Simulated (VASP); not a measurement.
Write the native input for VASP 6.6.1 that does the following.

| Item | Value |
| --- | --- |
| Task | single point |
| Functional | PBE |
| Potentials or basis | VASP PAW PBE potentials, release 64 (Mn_pv, S) |
| Cutoff | 520 eV |
| k mesh | 8 × 8 × 8 |
| Occupations | gaussian, width 0.05 eV |
| Spin | collinear spin, ferromagnetic start |
| Starting moments | [5.0, 5.0, 0.0, 0.0] μB |
| Dipole correction | no |
| Further INCAR settings | ALGO = Normal; EDIFF = 1e-06; NBANDS = 31 |

The structure of MnS lies in POSCAR:

```
MnS
1.0
   -2.5431237774     -2.5431237774      5.0862475548
   -5.0862475548     -2.5431237774      2.5431237774
   -2.5431237774     -5.0862475548      2.5431237774
Mn S
2 2
Direct
    0.0000000000      0.0000000000      0.0000000000
    0.5000000000      0.5000000000      0.5000000000
    1.2500000000     -0.7500000000     -0.7500000000
    1.7500000000     -0.2500000000     -0.2500000000
```

One way to write it, as run:

INCAR

```
PREC = Accurate ; ENCUT = 520
EDIFF = 1E-6 ; ISMEAR = 0
SIGMA = 0.05 ; LREAL = False
LASPH = True ; NELM = 150
ALGO = Normal ; ISIF = 2
LWAVE = False ; LCHARG = False
ISPIN = 2 ; MAGMOM = 5 5 0 0
LORBIT = 11 ; LMAXMIX = 4
GGA = PE ; NBANDS = 31
```

KPOINTS

```
regular mesh
0
Gamma
  8 8 8
```

Potentials or basis: VASP PAW PBE potentials, release 64 (Mn_pv, S).

Run with:

```sh
$ cat potpaw_PBE.64/Mn_pv/POTCAR potpaw_PBE.64/S/POTCAR > POTCAR
$ mpirun -np 1 vasp_std > vasp.out
```

Results of the run:

```yaml
Pressure: 1.3 GPa
Net_moment: 9.10 μB per cell
Site_moments: Mn +4.13; S +0.10 μB
Valence_electrons_inside_the_program's_atomic_spheres: Mn 11.38; S 3.74
```

Caveat: only a ferromagnetic start was run, and an antiferromagnetic order may lie lower in energy.

It took 4.9 min on 1 thread of Intel(R) Xeon(R) 6975P-C (Granite Rapids), with other jobs on the host, peak memory 0.5 GiB.
